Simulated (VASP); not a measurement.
# La36HO54 (a cell with a defect) in VASP: further runs

La36HO54 (a cell with a defect) is run at these levels: PBE, HSE06; tasks: single point.

Program: VASP 6.6.1. These are calculated values, not measurements. Logs are shortened: lines on timing, memory, paths and dates and some standing lists are left out, and cuts for length are marked.

## Step 1: The cell of the first run

The cell holds a defect, 91 atoms: a = 11.822 Å, b = 11.822 Å, c = 12.376 Å, α = 90.00°, β = 90.00°, γ = 120.00°.

## Step 2: Single point, PBE

File INCAR:

```
PREC     = Accurate       # precision mode
ENCUT    = 520            # plane-wave cutoff, eV
EDIFF    = 1E-7           # SCF threshold, eV
ISMEAR   = -1             # smearing method
SIGMA    = 0.01           # smearing width, eV
LREAL    = Auto         
LASPH    = True           # aspherical terms in the spheres
NELM     = 80             # most SCF steps
ALGO     = Normal         # electronic algorithm
ISIF     = 2              # what is computed and relaxed
LWAVE    = False          # write WAVECAR
LCHARG   = False          # write CHGCAR
GGA      = PE             # functional
NBANDS   = 412            # bands
NELECT   = 720.0
```

File KPOINTS:

```
regular mesh
0
Gamma
  1 1 1
```

File POSCAR:

```
La36HO54
1.0
   11.8217180600     -0.0000000900      0.0000000000
   -5.9108589500     10.2379082000      0.0000000000
    0.0000000000      0.0000000000     12.3757188400
La O H
36 54 1
Direct
    0.2219038184      0.1082274815      0.3747295862
    0.1122773430      0.2225779882      0.1234822817
    0.2218840847      0.1076784435      0.8764569671
    0.1101253958      0.2167954592      0.6247373668
    0.2055385869      0.4297835976      0.3844591221
    0.1137279932      0.5511921869      0.1249045021
    0.2197006122      0.4421152184      0.8715279605
    0.1115772253      0.5576642121      0.6234752987
    0.2225154463      0.7747564117      0.3755533767
    0.1108642506      0.8863412167      0.1233244727
    0.2205688268      0.7766115758      0.8772578095
    0.1099413557      0.8874029570      0.6227894395
    0.5555718184      0.1107700936      0.3749078385
    0.4448870289      0.2205972154      0.1226757831
    0.5536372813      0.1079262510      0.8761061188
    0.4428640762      0.2183529092      0.6220720670
    0.5574804391      0.4395067784      0.3764011659
    0.4471722474      0.5498340022      0.1006280941
    0.5563919231      0.4409373440      0.8697560230
    0.4430169081      0.5543588523      0.6215445825
    0.5673977776      0.7919171468      0.3846280011
    0.4460220206      0.8835689736      0.1248944017
    0.5551381546      0.7775299304      0.8715934112
    0.4395527778      0.8856474255      0.6235442240
    0.8874400301      0.1098885688      0.3748885265
    0.7770465613      0.2203198179      0.1228068462
    0.8898287225      0.1073440061      0.8777080459
    0.7780199011      0.2191436010      0.6258461508
    0.8865840203      0.4417762878      0.3748936171
    0.7764948030      0.5522792312      0.1227114982
    0.8892784422      0.4435974607      0.8760439002
    0.7788729447      0.5544754807      0.6220151815
    0.8889633415      0.7752856272      0.3747244956
    0.7744561997      0.8848573256      0.1236215867
    0.8896495503      0.7753590797      0.8765166808
    0.7804801232      0.8869966299      0.6247815662
    0.2220953437      0.1092574770      0.1751659866
    0.1083341231      0.2173410785      0.3207607616
   -0.0006986402     -0.0018494989     -0.0019871169
    0.2224644116      0.1089796859      0.6774643242
    0.1107305836      0.2193839763      0.8222188247
   -0.0000532717     -0.0025928148      0.5018876948
    0.2326242797      0.4479700278      0.1828199258
    0.1095658365      0.5514304191      0.3239902305
    0.0082739890      0.3358367680      0.0019339483
    0.2200689285      0.4415471336      0.6730604588
    0.1102309231      0.5542280610      0.8209676651
   -0.0014813088      0.3268762461      0.4939540950
    0.2228139752      0.7743979400      0.1757901927
    0.1110116326      0.8861742880      0.3216702037
   -0.0012887461      0.6647715399     -0.0033144741
    0.2200568983      0.7771414692      0.6790114666
    0.1100153810      0.8873481606      0.8225094745
   -0.0018406047      0.6644477433      0.5000274392
    0.5547112977      0.1078532869      0.1755681450
    0.4442569596      0.2205088184      0.3211537892
    0.3325655438     -0.0014596703     -0.0031731490
    0.5570796552      0.1100644808      0.6754304221
    0.4445446148      0.2194627063      0.8205242161
    0.3327830969     -0.0009130742      0.5000910315
    0.5526505898      0.4444226263      0.1794997954
    0.4394970707      0.5580025654      0.3361740077
    0.3362673990      0.3351916195     -0.0009808723
    0.5547540330      0.4424625579      0.6724322124
    0.4439525352      0.5533009214      0.8201180983
    0.3292400508      0.3291538627      0.4966612509
    0.5491603310      0.7645603864      0.1828297030
    0.4458500959      0.8877677805      0.3238987611
    0.3354019710      0.6616281273     -0.0022026195
    0.5557549122      0.7772352413      0.6731558876
    0.4429502917      0.8869556029      0.8210618010
    0.3277142493      0.6699472095      0.5055181102
    0.8880303559      0.1091172199      0.1740235883
    0.7767693723      0.2206003439      0.3197800509
    0.6613549761     -0.0111616493      0.0018808604
    0.8881082672      0.1090661352      0.6782593487
    0.7778465954      0.2193806612      0.8264691637
    0.6702372385     -0.0011394847      0.4939620138
    0.8894869837      0.4426766671      0.1756383632
    0.7765785367      0.5529016240      0.3212370167
    0.6645260395      0.3328884176      0.0006625878
    0.8871618672      0.4401291740      0.6752880465
    0.7777943056      0.5527115461      0.8204257976
    0.6637694926      0.3331716785      0.4928480583
    0.8878812988      0.7751036564      0.1751646129
    0.7798487262      0.8888949669      0.3208495645
    0.6619871797      0.6607602771     -0.0009689134
    0.8884324052      0.7748542891      0.6775326030
    0.7778815789      0.8864362615      0.8222845179
    0.6683555952      0.6682259624      0.4970491072
    0.4053635502      0.5928086986      0.2814917699
```

Potentials or basis: VASP PAW PBE potentials, release 64 (La, O, H).

Launch:

```sh
$ cat potpaw_PBE.64/La/POTCAR potpaw_PBE.64/O/POTCAR potpaw_PBE.64/H/POTCAR > POTCAR
$ mpirun -np 1 vasp_gam > vasp.out
```

OUTCAR:

```text
PREC = Accurate
   ENCUT = 520
   EDIFF = 1E-7
   ISMEAR = -1
   LREAL = Auto
   LASPH = True
   NELM = 80
   ISIF = 2
   GGA = PE
   NELECT = 720.0

 ion  position               nearest neighbor table
   1  0.222  0.108  0.375-  50 2.37  56 2.37  38 2.38  37 2.47  66 2.72  60 2.74  42 2.76
   2  0.112  0.223  0.123-  37 2.37  73 2.38  43 2.42  38 2.44  45 2.69  63 2.76  39 2.77
   3  0.222  0.108  0.876-  53 2.35  41 2.38  59 2.38  40 2.46  57 2.70  39 2.73  63 2.78
   4  0.110  0.217  0.625-  40 2.35  76 2.37  46 2.38  41 2.44  42 2.71  66 2.75  48 2.79
   5  0.206  0.430  0.384-  38 2.32  44 2.36  62 2.47  43 2.51  48 2.52  66 2.69
   6  0.114  0.551  0.125-  49 2.37  79 2.38  43 2.39  44 2.46  45 2.68  69 2.76
   7  0.220  0.442  0.872-  47 2.35  41 2.36  65 2.38  46 2.46  45 2.70  69 2.74  63 2.78  18 3.67
[... 72 lines left out ...]
  76  0.888  0.109  0.678-  28 2.35   4 2.37  36 2.37  27 2.47
  77  0.778  0.219  0.826-  31 2.38  15 2.38  27 2.38  28 2.48
  78  0.670  0.999  0.494-  21 2.51  25 2.67  13 2.75  28 2.78  36 2.79
  79  0.889  0.443  0.176-  26 2.37  30 2.37   6 2.38  29 2.47
  80  0.777  0.553  0.321-  17 2.35  29 2.36  33 2.37  30 2.46
  81  0.665  0.333  0.001-  30 2.71  14 2.71  19 2.74  26 2.76  31 2.77  15 2.77
  82  0.887  0.440  0.675-  28 2.34  32 2.37   8 2.39  31 2.48
  83  0.778  0.553  0.820-  19 2.35  31 2.36  35 2.38  32 2.46
  84  0.664  0.333  0.493-  17 2.61  13 2.70  29 2.71  16 2.77  32 2.77
  85  0.888  0.775  0.175-  10 2.37  30 2.37  34 2.37  33 2.47
  86  0.780  0.889  0.321-  21 2.32  25 2.36  33 2.38  34 2.44
  87  0.662  0.661  0.999-  18 2.53  30 2.75  19 2.76  34 2.76  35 2.78  23 2.78
  88  0.888  0.775  0.678-  36 2.35  32 2.36  12 2.37  35 2.46
  89  0.778  0.886  0.822-  23 2.36  27 2.36  35 2.38  36 2.44
  90  0.668  0.668  0.497-  21 2.69  33 2.72  36 2.74  32 2.77  20 2.77  17 2.78
  91  0.405  0.593  0.281-  62 0.98

  LATTYP: Found a hexagonal cell.
 ALAT       =    11.8217180600
 C/A-ratio  =     1.0468629667

  Lattice vectors:

 A1 = (  11.8217180600,  -0.0000000900,   0.0000000000)
 A2 = (  -5.9108589500,  10.2379082000,   0.0000000000)
 A3 = (   0.0000000000,   0.0000000000,  12.3757188400)

Analysis of symmetry for initial positions (statically):
=====================================================================
 Subroutine PRICEL returns:
 Original cell was already a primitive cell.

 Routine SETGRP: Setting up the symmetry group for a
 hexagonal supercell.

 Subroutine GETGRP returns: Found  1 space group operations
 (whereof  1 operations were pure point group operations)
 out of a pool of 24 trial point group operations.

The static configuration has the point symmetry C_1 .

Analysis of symmetry for dynamics (positions and initial velocities):
=====================================================================
 Subroutine PRICEL returns:
 Original cell was already a primitive cell.

 Routine SETGRP: Setting up the symmetry group for a
 hexagonal supercell.

 Subroutine GETGRP returns: Found  1 space group operations
 (whereof  1 operations were pure point group operations)
 out of a pool of 24 trial point group operations.

The dynamic configuration has the point symmetry C_1 .

 Subroutine INISYM returns: Found  1 space group operations
 (whereof  1 operations are pure point group operations),
[... 233 lines left out ...]
   number of dos      NEDOS =    301   number of ions     NIONS =     91
   total plane-waves  NPLWV = 777600
   dimension x,y,z NGX =    90 NGY =   90 NGZ =   96
   dimension x,y,z NGXF=   180 NGYF=  180 NGZF=  192
   ions per type =              36  54   1
   NGX,Y,Z   is equivalent  to a cutoff of  12.66, 12.66, 12.90 a.u.
   NGXF,Y,Z  is equivalent  to a cutoff of  25.31, 25.31, 25.79 a.u.
 SYSTEM =  unknown system
   PREC   = accura    normal or accurate (medium, high low for compatibility)
   ISTART =      0    job   : 0-new  1-cont  2-samecut
   ICHARG =      2    charge: 1-file 2-atom 10-const
   ISPIN  =      1    spin polarized calculation?
   LNONCOLLINEAR =      F non collinear calculations
   LSORBIT =      F    spin-orbit coupling
   LASPH  =      T    aspherical Exc in radial PAW
   ENCUT  =  520.0 eV  38.22 Ry    6.18 a.u.  21.98 21.98 23.01*2*pi/ulx,y,z
   NELM   =     80;   NELMIN=  2; NELMDL= -5     # of ELM steps
   EDIFF  = 0.1E-06   stopping-criterion for ELM
   LREAL  =      T    real-space projection
   EDIFFG = 0.1E-05   stopping-criterion for IOM
   NSW    =      0    number of steps for IOM
   IBRION =     -1    ionic relax: 0-MD 1-quasi-New 2-CG
   NFREE  =      0    steps in history (QN), initial steepest desc. (CG)
   ISIF   =      2    stress and relaxation
   ISYM   =      2    0-nonsym 1-usesym 2-fastsym
   POTIM  = 0.5000    time-step for ionic-motion
   TEBEG  =    0.0;   TEEND  =   0.0 temperature during run
   PSTRESS=    0.0 pullay stress
   NELECT =     720.0000    total number of electrons
   NUPDOWN=      -1.0000    fix difference up-down
   EMIN   =  10.00;   EMAX   =-10.00  energy-range for DOS
   EFERMI =   0.00;   METHOD = LEGACY
   ISMEAR =    -1;   SIGMA  =   0.01  broadening in eV -4-tet -1-fermi 0-gaus
   EFERMI_NEDOS =   21; number of points for ismear=-14 and -15
   IALGO  =     38    algorithm
   IMIX   =      4    mixing-type and parameters
     AMIX     =   0.40;   BMIX     =  1.00
     AMIX_MAG =   1.60;   BMIX_MAG =  1.00
  volume/ion in A,a.u.               =      16.46       111.08
  Fermi-wavevector in a.u.,A,eV,Ry     =   1.282424  2.423430 22.376289  1.644611
  Thomas-Fermi vector in A             =   2.414736
   LORBIT       =      0    0 simple, 1 ext, 2 COOP (PROOUT), +10 PAW based schemes
   GGA     = PE    functional components
   LHFCALC =     F    Hartree Fock is set to
   AEXX    =    0.0000 exact exchange contribution
   IVDW    =     0    specifies the selected vdW correction
   LEPSILON=     F    determine dielectric tensor
   LRPA    =     F    only Hartree local field effects (RPA)
 non-spin polarized calculation
  energy-cutoff  :      520.00
  volume of cell :     1497.83
 maximum number of plane-waves:     20145
 NGX is ok and might be reduce to    90
   NGX = 43   NGY = 43   NGZ = 47

 number of electron     719.9999985 magnetization

 Free energy of the ion-electron system (eV)
  ---------------------------------------------------
  ext. energy  EPLUGINS =         0.00000000
  ---------------------------------------------------
  free energy    TOTEN  =      -763.22952989 eV

  energy without entropy =     -763.22952989  energy(sigma->0) =     -763.22952989

 E-fermi :   6.0468     XC(G=0): -10.3806

 val. band max:        5.7760209352   @ k =   0.0000   0.0000   0.0000
 cond. band min:       9.6748470290   @ k =   0.0000   0.0000   0.0000
 fundamental gap:      3.8988260938
 Fermi energy:         6.0467706548

 k-point     1 :       0.0000    0.0000    0.0000
  band No.  band energies     occupation
      1     -24.0615      2.00000
      2     -23.9957      2.00000
      3     -23.9578      2.00000
      4     -23.9545      2.00000
      5     -23.9381      2.00000
      6     -23.9195      2.00000
[... 364 lines left out ...]
    371      10.0848      0.00000
    372      10.1435      0.00000
 [bands above 372 left out]

------------------------ aborting loop because EDIFF is reached ----------------------------------------

  FORCE on cell =-STRESS in cart. coord.  units (eV):
  Direction    XX          YY          ZZ          XY          YZ          ZX
  --------------------------------------------------------------------------------------
  -------------------------------------------------------------------------------------
  Total      -10.4473126    -10.1856474     -7.0556392      0.2562619      0.7817439     -1.2896231
  in kB      -11.1751384    -10.8952439     -7.5471797      0.2741147      0.8362052     -1.3794664
  external PRESSURE =      -9.8725207 kB  Pullay stress =       0.0000000 kB

 VOLUME and BASIS-vectors are now :
 -----------------------------------------------------------------------------
  energy-cutoff  :      520.00
  volume of cell :     1497.83
      direct lattice vectors                 reciprocal lattice vectors
    11.821718060 -0.000000090  0.000000000     0.084590074  0.048838101  0.000000000
    -5.910858950 10.237908200  0.000000000     0.000000001  0.097676203  0.000000000
     0.000000000  0.000000000 12.375718840     0.000000000  0.000000000  0.080803387

 POSITION                                       TOTAL-FORCE (eV/Angst)
 -----------------------------------------------------------------------------------
      1.98357      1.10802      4.63755        -0.001275     -0.000063     -0.015692
      0.01168      2.27873      1.52818        -0.000905      0.000555      0.013866
      1.98658      1.10240     10.84679        -0.000682      0.001244     -0.011792
      0.02042      2.21953      7.73157         0.001743      0.000237      0.014621
     -0.11057      4.40008      4.75796        -0.004515     -0.002989     -0.005181
     -1.91356      5.64305      1.54578        -0.001729      0.000975      0.012157
[... 83 lines left out ...]
      3.95132      6.84124      6.15134        -0.001004      0.000381      0.001257
      1.28809      6.06912      3.48366        -0.071010      0.042881     -0.090017
 -----------------------------------------------------------------------------------
    total drift:                                0.009218      0.002438     -0.003936

  FREE ENERGIE OF THE ION-ELECTRON SYSTEM (eV)
  ---------------------------------------------------
  free  energy   TOTEN  =      -763.2295298908 eV

  energy  without entropy=     -763.2295298908  energy(sigma->0) =     -763.22952989
```

It took 1.9 h on 1 thread of AMD EPYC, shared host; peak memory 1.5 GiB.

What came out:

```yaml
Free_energy: -763.2295 eV
Largest_force: 0.125 eV/Å
```

Forces on the atoms (eV/Å):
```
La  -0.001  0.000 -0.016
La  -0.001  0.001  0.014
La  -0.001  0.001 -0.012
La   0.002  0.000  0.015
La  -0.005 -0.003 -0.005
La  -0.002  0.001  0.012
La  -0.002 -0.002 -0.013
La  -0.002  0.000  0.017
La  -0.001  0.002 -0.014
La   0.000  0.000  0.011
La  -0.002  0.001 -0.014
La   0.001  0.001  0.016
La  -0.001 -0.001 -0.014
La   0.000 -0.002  0.013
La  -0.001  0.001 -0.013
La  -0.002  0.001  0.014
La  -0.009  0.009 -0.011
La   0.006 -0.001 -0.002
La   0.003 -0.003 -0.016
La   0.001 -0.003  0.015
La   0.008  0.008 -0.004
La  -0.001  0.001  0.011
La   0.001  0.004 -0.014
La  -0.001  0.002  0.017
La   0.001 -0.003 -0.015
La   0.001  0.000  0.013
La   0.000  0.002 -0.014
La   0.000  0.001  0.012
La  -0.001  0.000 -0.013
La   0.002  0.002  0.014
La   0.000  0.000 -0.012
La   0.001 -0.001  0.016
La  -0.002  0.001 -0.015
La   0.003  0.001  0.009
La   0.000  0.000 -0.014
La   0.000  0.000  0.014
O    0.000  0.002 -0.004
O    0.000  0.004  0.012
O    0.000  0.000  0.000
O    0.002 -0.007 -0.003
O    0.002 -0.002  0.003
O   -0.001 -0.001  0.000
O    0.001 -0.006 -0.006
O    0.004 -0.002  0.003
O    0.001 -0.001 -0.005
O    0.000  0.006 -0.002
O    0.000  0.000  0.003
O    0.000  0.000 -0.003
O   -0.001  0.000 -0.001
O    0.001 -0.002  0.006
O    0.000  0.001  0.001
O    0.000  0.001 -0.004
O   -0.001  0.000  0.003
O   -0.001 -0.005  0.000
O    0.002 -0.004 -0.003
O    0.001  0.000  0.003
O   -0.001  0.000  0.001
O    0.001  0.001 -0.007
O    0.001  0.000  0.005
O    0.000  0.001  0.000
O   -0.004  0.003 -0.011
O    0.077 -0.052  0.084
O    0.001  0.005  0.000
O    0.000  0.002  0.000
O    0.001  0.001  0.004
O    0.000  0.002  0.005
O   -0.001 -0.002 -0.003
O    0.002  0.001  0.006
O    0.000 -0.003  0.003
O   -0.002  0.002 -0.005
O    0.000  0.000  0.001
O   -0.002 -0.002 -0.004
O    0.000  0.000 -0.003
O    0.000  0.000  0.005
O    0.000  0.001 -0.004
O   -0.002  0.001 -0.003
O   -0.002  0.003  0.004
O   -0.002 -0.001 -0.002
O   -0.001 -0.003 -0.006
O    0.002 -0.001  0.001
O   -0.002  0.000  0.002
O    0.000  0.003 -0.002
O    0.000  0.000  0.007
O    0.004  0.001  0.001
O    0.000 -0.001 -0.005
O   -0.004  0.000  0.008
O   -0.004 -0.001  0.004
O    0.002 -0.004 -0.006
O    0.001 -0.005  0.003
O   -0.001  0.000  0.001
H   -0.071  0.043 -0.090
```

Levels at points of the mesh, in eV from the Fermi level:
| k point | band 358 | band 359 | band 360 | band 361 | band 362 | band 363 |
| --- | --- | --- | --- | --- | --- | --- |
| (0.00, 0.00, 0.00) | -0.28 | -0.27 | -0.27 | 3.63 | 3.63 | 3.73 |

Caveat: the k points lie up to 0.61 Å⁻¹ apart; the cell carries a net charge on a neutralising background, which shifts energy and pressure; the cell is charged against a uniform background, so pressure and absolute levels hang on convention; spin-orbit coupling is left out, which moves the levels of the heavy elements.

[end of part 1 of 2]
